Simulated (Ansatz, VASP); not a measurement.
# One calculation of BN, two programs

```
B N
1.0
     2.50399    0.00000    0.00000
    -1.25200    2.16852    0.00000
     0.00000    0.00000    6.66120
B N
2 2
Direct
  0.37342 0.69601 0.25000
  0.62658 0.30399 0.75000
  0.29330 0.63736 0.75000
  0.70670 0.36264 0.25000
```

Change from the starting cell: mode 4 (47.7 1/cm) frozen in, largest displacement +0.090 Å.

Alike in both runs: task single point; functional r2SCAN; k mesh 12 × 12 × 4; occupations gaussian, width 0.05 eV; no spin polarisation.

|  | VASP | Ansatz |
| --- | --- | --- |
| version | VASP 6.6.1 | Ansatz 0.2.0 |
| potentials or method | VASP PAW PBE potentials, release 64 (B, N), cutoff 520 eV | scalar-relativistic, plane waves, PAW |
| valence electrons in the cell | 16 | 16 |

Ansatz gave:

| Quantity | Value |
| --- | --- |
| gap on the k mesh at the Fermi level (eV) | 4.56 |
| least direct gap on the mesh (eV) | 4.97 |
| pressure (GPa) | -0.6 |
| traceless stress, the component that is largest in VASP (GPa) | 1.53 |
| rms of the force components (eV/Å) | 0.006 |

**Question.** Which values does VASP return?

**Answer.** gap on the k mesh at the Fermi level (eV): 4.59; least direct gap on the mesh (eV): 5.01; pressure (GPa): -0.2; traceless stress, the component that is largest in VASP (GPa): 0.86; rms of the force components (eV/Å): 0.006.

VASP's potentials were made for PBE, not for r2SCAN. Atom by atom the forces differ by 0.000 eV/Å (rms over components).
